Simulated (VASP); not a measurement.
Write the native input for VASP 6.6.1 that does the following.

```yaml
Task: relaxation of cell and atoms
Functional: PBEsol
Potentials_or_basis: VASP PAW PBE potentials, release 64 (As, B)
Cutoff: 600 eV
k_mesh: 10 × 10 × 10
Occupations: fermi-dirac, width 0.05 eV
Spin: no spin polarisation
Target_pressure: 30 GPa
Dipole_correction: no
Further_INCAR_settings: ALGO = Normal; EDIFF = 1e-07; IBRION = 2; EDIFFG = -0.005; NSW = 80; ISIF = 3
```

The structure of BAs lies in POSCAR:

```
BAs
1.0
    0.0000000000      2.3885000000      2.3885000000
    2.3885000000      0.0000000000      2.3885000000
    2.3885000000      2.3885000000      0.0000000000
As B
1 1
Direct
    0.7500000000      0.7500000000      0.7500000000
    0.0000000000      0.0000000000      0.0000000000
```

These files were run (other wordings do the same):

INCAR

```
SYSTEM = BAs
  ALGO = Normal
  EDIFF = 1E-7
  EDIFFG = -0.005
  ENCUT = 600
  GGA = PS
  IBRION = 2
  ISIF = 3
  ISMEAR = -1
  LASPH = .True.
  LCHARG = .False.
  LREAL = .False.
  LWAVE = .False.
  NELM = 100
  NSW = 80
  PREC = Accurate
  PSTRESS = 300.0
  SIGMA = 0.05
```

KPOINTS

```
k-points
0
Gamma
  10 10 10
  0 0 0
```

Potentials or basis: VASP PAW PBE potentials, release 64 (As, B).

The run is started by

```bash
$ cat potpaw_PBE.64/As/POTCAR potpaw_PBE.64/B/POTCAR > POTCAR
$ mpirun -np 1 vasp_std > vasp.out
```

Results of the run:

```yaml
Relaxed_volume: 11.67 Å³/atom
Relaxed_cell: a = 3.208 Å, b = 3.208 Å, c = 3.208 Å, α = 60.00°, β = 60.00°, γ = 60.00°
Space_group_after_relaxing_to_0.05_Å: F-43m (No. 216)
Energy_change_on_relaxing_the_enthalpy_is_what_falls: +161.2 meV/atom
Ionic_steps: 7
Pressure_after_relaxing: 30.0 GPa
Band_gap_on_the_k_mesh: 0.91 eV, indirect (least direct gap 3.46 eV)
```

Caveat: the cell is relaxed towards a set pressure, so the enthalpy falls and the energy may rise; the PAW data sets were made with another functional, which shifts forces and pressure a little.

It took 52 s on 1 thread of Intel Xeon 6975P-C, on a shared host, peak memory 0.17 GiB.
